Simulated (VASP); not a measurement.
A run of VASP 6.6.1 is set up as follows.

The input INCAR:

```
SYSTEM = ReSe
ALGO = Normal ; EDIFF = 1E-6
ENCUT = 520 ; GGA = PS
ISIF = 2 ; ISMEAR = 0
ISPIN = 2 ; LASPH = .TRUE.
LCHARG = .FALSE. ; LMAXMIX = 4
LORBIT = 11 ; LREAL = .FALSE.
LWAVE = .FALSE. ; MAGMOM = 0.05 0.05 0 0
NBANDS = 25 ; NELM = 150
PREC = Accurate ; SIGMA = 0.05
```

File KPOINTS:

```
k-points
0
G
  10 10 6
  0 0 0
```

File POSCAR:

```
ReSe
1.0
    3.9860475288      0.0000000000      0.0000000000
   -1.9930237644      3.4520184206      0.0000000000
    0.0000000000      0.0000000000      5.0750839685
Re Se
2 2
Direct
    0.0000000000      0.0000000000      0.0000000000
    0.0000000000      0.0000000000      0.5000000000
    0.3333333333      0.6666666667      0.2500000000
    0.6666666667      0.3333333333      0.7500000000
```

Potentials or basis: VASP PAW PBE potentials, release 64 (Re, Se).

Run with:

```bash
$ cat potpaw_PBE.64/Re/POTCAR potpaw_PBE.64/Se/POTCAR > POTCAR
$ mpirun -np 1 vasp_std > vasp.out
```

Q: Predict the net moment.

A: 0.00 μB per cell.

Q: Estimate the band gap on the k mesh.

A: Zero (filled and empty bands overlap).

Stress tensor (GPa, compression positive):
```
-2.67  0.00  0.00
 0.00 -2.67  0.00
 0.00  0.00 -3.13
```

Caveat: the PAW data sets were made with another functional, which shifts forces and pressure a little; spin-orbit coupling is left out, which moves the levels of the heavy elements.
